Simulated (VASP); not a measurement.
A run of VASP 6.6.1:

The input INCAR:

```
SYSTEM = CdAu
PREC = Accurate ; ENCUT = 520
EDIFF = 1E-7 ; ISMEAR = 1
SIGMA = 0.02 ; LREAL = .False.
LASPH = .True. ; NELM = 100
ALGO = Normal ; ISIF = 2
LWAVE = .False. ; LCHARG = .True.
GGA = PS ; LELF = .True.
LVHAR = .True. ; NBANDS = 18
```

KPOINTS

```
Automatic mesh
0
Gamma
  11 11 6
  0 0 0
```

The input POSCAR:

```
CdAu
1.0
    3.1309990078      0.0000000000      0.0000000000
   -1.5654995039      2.7115246725      0.0000000000
    0.0000000000      0.0000000000      4.6618321786
Cd Au
1 1
Direct
    0.0000000000      0.0000000000      0.0000000000
    0.3333333333      0.6666666667      0.5000000000
```

Potentials or basis: VASP PAW PBE potentials, release 64 (Cd, Au).

Run with:

```bash
$ cat potpaw_PBE.64/Cd/POTCAR potpaw_PBE.64/Au/POTCAR > POTCAR
$ mpirun -np 1 vasp_std > vasp.out
```

Hardware: 1 thread of Intel(R) Xeon(R) Platinum 8259CL CPU @ 2.50GHz (Skylake/Cascade Lake), with other jobs on the host.

Question: How long does it take, and how much memory?

Answer: It took 28 s on 1 thread of Intel(R) Xeon(R) Platinum 8259CL CPU @ 2.50GHz (Skylake/Cascade Lake), with other jobs on the host, peak memory 0.19 GiB. Counts: scf iterations 13, k points 64.
